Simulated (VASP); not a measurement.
# Au (Im-3m) in VASP: single point with PBEsol

Aim: the single point of Au with PBEsol.

All numbers are computed with VASP 6.6.1; they aren't measurements. Logs are shortened: lines on timing, memory, paths and dates and some standing lists are left out, and cuts for length are marked.

## (1) The cell of the first run

The structure is cubic, space group Im-3m (No. 229). The conventional cell has a = 3.315 Å, b = 3.315 Å, c = 3.315 Å, α = 90.00°, β = 90.00°, γ = 90.00°. Au (site symmetry m-3m) has 14 Au at 2.87 to 3.31 Å within 3.8 Å.

This isn't the form of Au at room conditions, which is fcc.

## (2) Single point, PBEsol

The input, INCAR:

```
PREC = Accurate
ENCUT = 500
EDIFF = 1E-6
ISMEAR = -1
SIGMA = 0.05
LREAL = F
LASPH = T
NELM = 120
ALGO = Normal
ISIF = 2
LWAVE = F
LCHARG = T
GGA = PS
LELF = T
LVHAR = T
NBANDS = 12
GGA_COMPAT = F
```

The input, KPOINTS:

```
regular mesh
0
Gamma
  17 17 17
```

The input, POSCAR:

```
Au
1.0
   -1.6572700000      1.6572700000      1.6572700000
    1.6572700000     -1.6572700000      1.6572700000
    1.6572700000      1.6572700000     -1.6572700000
Au
1
Direct
    0.0000000000      0.0000000000      0.0000000000
```

Potentials or basis: VASP PAW PBE potentials, release 64 (Au).

Launch:

```bash
$ cat potpaw_PBE.64/Au/POTCAR > POTCAR
$ mpirun -np 1 vasp_std > vasp.out
```

OUTCAR:

```text
PREC = Accurate
   ENCUT = 500
   EDIFF = 1E-6
   ISMEAR = -1
   LREAL = F
   LASPH = T
   NELM = 120
   ISIF = 2
   GGA = PS

 ion  position               nearest neighbor table
   1  0.000  0.000  0.000-

  LATTYP: Found a body centered cubic cell.
 ALAT       =     3.3145400000

  Lattice vectors:

 A1 = (  -1.6572700000,   1.6572700000,   1.6572700000)
 A2 = (   1.6572700000,  -1.6572700000,   1.6572700000)
 A3 = (   1.6572700000,   1.6572700000,  -1.6572700000)

Analysis of symmetry for initial positions (statically):
=====================================================================
 Subroutine PRICEL returns:
 Original cell was already a primitive cell.

 Routine SETGRP: Setting up the symmetry group for a
 body centered cubic supercell.

 Subroutine GETGRP returns: Found 48 space group operations
 (whereof 48 operations were pure point group operations)
 out of a pool of 48 trial point group operations.

The static configuration has the point symmetry O_h .

Analysis of symmetry for dynamics (positions and initial velocities):
=====================================================================
 Subroutine PRICEL returns:
 Original cell was already a primitive cell.

 Routine SETGRP: Setting up the symmetry group for a
 body centered cubic supercell.

 Subroutine GETGRP returns: Found 48 space group operations
 (whereof 48 operations were pure point group operations)
 out of a pool of 48 trial point group operations.

The dynamic configuration has the point symmetry O_h .

 Subroutine INISYM returns: Found 48 space group operations
 (whereof 48 operations are pure point group operations),
 and found     1 'primitive' translations

----------------------------------------------------------------------------------------

                                     Primitive cell

  volume of cell :      18.2071

  direct lattice vectors                    reciprocal lattice vectors
    -1.657270000  1.657270000  1.657270000     0.000000000  0.301700990  0.301700990
     1.657270000 -1.657270000  1.657270000     0.301700990  0.000000000  0.301700990
     1.657270000  1.657270000 -1.657270000     0.301700990  0.301700990  0.000000000

  length of vectors
     2.870475842  2.870475842  2.870475842     0.426669632  0.426669632  0.426669632

  position of ions in fractional coordinates (direct lattice)
     0.000000000  0.000000000  0.000000000

  ion indices of the primitive-cell ions
   primitive index   ion index
                 1           1

----------------------------------------------------------------------------------------

 KPOINTS: regular mesh

Automatic generation of k-mesh.
 Grid dimensions read from file:
 generate k-points for:   17   17   17

 Generating k-lattice:

  Cartesian coordinates                     Fractional coordinates (reciprocal lattice)
     0.000000000  0.017747117  0.017747117     0.058823529  0.000000000  0.000000000
     0.017747117  0.000000000  0.017747117     0.000000000  0.058823529  0.000000000
     0.017747117  0.017747117  0.000000000     0.000000000  0.000000000  0.058823529

  Length of vectors
     0.025098214  0.025098214  0.025098214

  Shift w.r.t. Gamma in fractional coordinates (k-lattice)
     0.000000000  0.000000000  0.000000000

 Subroutine IBZKPT returns following result:
 ===========================================

 Found    165 irreducible k-points:

 Following reciprocal coordinates:
            Coordinates               Weight
  0.000000  0.000000  0.000000      1.000000
  0.058824  0.000000  0.000000     12.000000
  0.117647  0.000000  0.000000     12.000000
  0.176471  0.000000  0.000000     12.000000
  0.235294  0.000000  0.000000     12.000000
  0.294118  0.000000  0.000000     12.000000
[... 16 lines left out ...]
  0.411765  0.117647  0.000000     48.000000
  0.176471  0.176471  0.000000     24.000000
 [... further k-points ...]
   k-points           NKPTS =    165   k-points in BZ     NKDIM =    165   number of bands    NBANDS=     12
   number of dos      NEDOS =    301   number of ions     NIONS =      1
   total plane-waves  NPLWV =  13824
   dimension x,y,z NGX =    24 NGY =   24 NGZ =   24
   dimension x,y,z NGXF=    48 NGYF=   48 NGZF=   48
   ions per type =               1
   NGX,Y,Z   is equivalent  to a cutoff of  13.90, 13.90, 13.90 a.u.
   NGXF,Y,Z  is equivalent  to a cutoff of  27.80, 27.80, 27.80 a.u.
 SYSTEM =  unknown system
   PREC   = accura    normal or accurate (medium, high low for compatibility)
   ISTART =      0    job   : 0-new  1-cont  2-samecut
   ICHARG =      2    charge: 1-file 2-atom 10-const
   ISPIN  =      1    spin polarized calculation?
   LNONCOLLINEAR =      F non collinear calculations
   LSORBIT =      F    spin-orbit coupling
   LASPH  =      T    aspherical Exc in radial PAW
   ENCUT  =  500.0 eV  36.75 Ry    6.06 a.u.   5.23  5.23  5.23*2*pi/ulx,y,z
   NELM   =    120;   NELMIN=  2; NELMDL= -5     # of ELM steps
   EDIFF  = 0.1E-05   stopping-criterion for ELM
   LREAL  =      F    real-space projection
   EDIFFG = 0.1E-04   stopping-criterion for IOM
   NSW    =      0    number of steps for IOM
   IBRION =     -1    ionic relax: 0-MD 1-quasi-New 2-CG
   NFREE  =      0    steps in history (QN), initial steepest desc. (CG)
   ISIF   =      2    stress and relaxation
   ISYM   =      2    0-nonsym 1-usesym 2-fastsym
   POTIM  = 0.5000    time-step for ionic-motion
   TEBEG  =    0.0;   TEEND  =   0.0 temperature during run
   PSTRESS=    0.0 pullay stress
   NELECT =      11.0000    total number of electrons
   NUPDOWN=      -1.0000    fix difference up-down
   EMIN   =  10.00;   EMAX   =-10.00  energy-range for DOS
   EFERMI =   0.00;   METHOD = LEGACY
   ISMEAR =    -1;   SIGMA  =   0.05  broadening in eV -4-tet -1-fermi 0-gaus
   EFERMI_NEDOS =   21; number of points for ismear=-14 and -15
   IALGO  =     38    algorithm
   IMIX   =      4    mixing-type and parameters
     AMIX     =   0.40;   BMIX     =  1.00
     AMIX_MAG =   1.60;   BMIX_MAG =  1.00
  volume/ion in A,a.u.               =      18.21       122.87
  Fermi-wavevector in a.u.,A,eV,Ry     =   1.383967  2.615319 26.060125  1.915365
  Thomas-Fermi vector in A             =   2.508516
   LORBIT       =      0    0 simple, 1 ext, 2 COOP (PROOUT), +10 PAW based schemes
   GGA     = PS    functional components
   LHFCALC =     F    Hartree Fock is set to
   AEXX    =    0.0000 exact exchange contribution
   IVDW    =     0    specifies the selected vdW correction
   LEPSILON=     F    determine dielectric tensor
   LRPA    =     F    only Hartree local field effects (RPA)
 non-spin polarized calculation
  energy-cutoff  :      500.00
  volume of cell :       18.21
 maximum number of plane-waves:       478
 NGX is ok and might be reduce to    24
   NGX = 11   NGY = 11   NGZ = 11

 number of electron      10.9999998 magnetization

 Free energy of the ion-electron system (eV)
  ---------------------------------------------------
  ext. energy  EPLUGINS =         0.00000000
  ---------------------------------------------------
  free energy    TOTEN  =        -3.86510587 eV

  energy without entropy =       -3.86216775  energy(sigma->0) =       -3.86363681

 E-fermi :   8.1000     XC(G=0): -12.4972

 val. band max:        8.0773172879   @ k =  -0.4118   0.4706   0.0588
 cond. band min:       8.1063399830   @ k =  -0.3529   0.3529   0.2941
 fundamental gap:      0.0290226950
 Fermi energy:         8.0999826148

 k-point     1 :       0.0000    0.0000    0.0000
  band No.  band energies     occupation
      1      -1.0143      2.00000
      2       3.7142      2.00000
      3       3.7142      2.00000
      4       3.7142      2.00000
      5       5.4678      2.00000
      6       5.4678      2.00000
      7      24.6848      0.00000
      8      24.6848      0.00000
      9      24.6848      0.00000
     10      31.3357      0.00000
     11      31.3357      0.00000
     12      31.3357      0.00000

 k-point     2 :       0.0588    0.0000    0.0000
  band No.  band energies     occupation
      1      -0.8937      2.00000
      2       3.6775      2.00000
      3       3.7180      2.00000
      4       3.7965      2.00000
      5       5.4239      2.00000
      6       5.4704      2.00000
      7      24.6410      0.00000
      8      24.7091      0.00000
      9      24.8321      0.00000
     10      30.0420      0.00000
     11      30.0702      0.00000
     12      30.8830      0.00000

 k-point     3 :       0.1176    0.0000    0.0000
  band No.  band energies     occupation
      1      -0.5417      2.00000
      2       3.5738      2.00000
      3       3.7253      2.00000
      4       4.0381      2.00000
      5       5.3183      2.00000
      6       5.4789      2.00000
      7      24.2219      0.00000
      8      24.6406      0.00000
      9      25.2593      0.00000
     10      28.3083      0.00000
     11      28.8759      0.00000
     12      29.7013      0.00000
[... 286 lines left out ...]
 k-point    23 :       0.4118    0.1176    0.0000
  band No.  band energies     occupation
      1       1.8092      2.00000
      2       2.8271      2.00000
      3       5.1159      2.00000
      4       5.3195      2.00000
      5       6.1425      2.00000
      6       8.9599      0.00000
      7      11.6960      0.00000
      8      19.4423      0.00000
      9      21.3135      0.00000
     10      28.9252      0.00000
     11      30.5230      0.00000
     12      30.9425      0.00000

 k-point    24 :       0.1765    0.1765    0.0000
  band No.  band energies     occupation
      1       1.5501      2.00000
      2       3.3242      2.00000
      3       3.3684      2.00000
      4       5.0677      2.00000
      5       5.6193      2.00000
      6       6.0905      2.00000
      7      18.7788      0.00000
      8      20.6038      0.00000
      9      23.5052      0.00000
     10      26.7021      0.00000
     11      30.1068      0.00000
     12      31.8272      0.00000

 [... further k-points ...]
[... 5 lines left out ...]
  --------------------------------------------------------------------------------------
  -------------------------------------------------------------------------------------
  Total       -1.0593501     -1.0593501     -1.0593501     -0.0000000      0.0000000      0.0000000
  in kB      -93.2202559    -93.2202559    -93.2202559     -0.0000000      0.0000000      0.0000000
  external PRESSURE =     -93.2202559 kB  Pullay stress =       0.0000000 kB

 VOLUME and BASIS-vectors are now :
 -----------------------------------------------------------------------------
  energy-cutoff  :      500.00
  volume of cell :       18.21
      direct lattice vectors                 reciprocal lattice vectors
    -1.657270000  1.657270000  1.657270000     0.000000000  0.301700990  0.301700990
     1.657270000 -1.657270000  1.657270000     0.301700990  0.000000000  0.301700990
     1.657270000  1.657270000 -1.657270000     0.301700990  0.301700990  0.000000000

 POSITION                                       TOTAL-FORCE (eV/Angst)
 -----------------------------------------------------------------------------------
      0.00000      0.00000      0.00000         0.000000     -0.000000      0.000000
 -----------------------------------------------------------------------------------
    total drift:                               -0.000000      0.000000     -0.000000

  FREE ENERGIE OF THE ION-ELECTRON SYSTEM (eV)
  ---------------------------------------------------
  free  energy   TOTEN  =        -3.8651058707 eV

  energy  without entropy=       -3.8621677503  energy(sigma->0) =       -3.86363681
```

Wall time 37 s (1 thread of Intel Xeon Platinum 8375C at 2.90GHz (Ice Lake), shared host); peak memory 0.16 GiB.

Results:

* Free energy: -3.8651 eV
* Pressure: -9.3 GPa
* Band gap on the k mesh: zero (an odd number of electrons rules out a gap without spin polarisation)

Levels at points of the mesh, in eV from the Fermi level:
```
           k point  band 4  band 5  band 6  band 7  band 8  band 9
(0.00, 0.00, 0.00)   -4.39   -2.63   -2.63   16.58   16.58   16.58
```

Caveat: the cell stands under tension; the PAW data sets were made with another functional, which shifts forces and pressure a little; spin-orbit coupling is left out, which moves the levels of the heavy elements.

The gap in the log of VASP goes by the Fermi energy; the results here count the filled bands.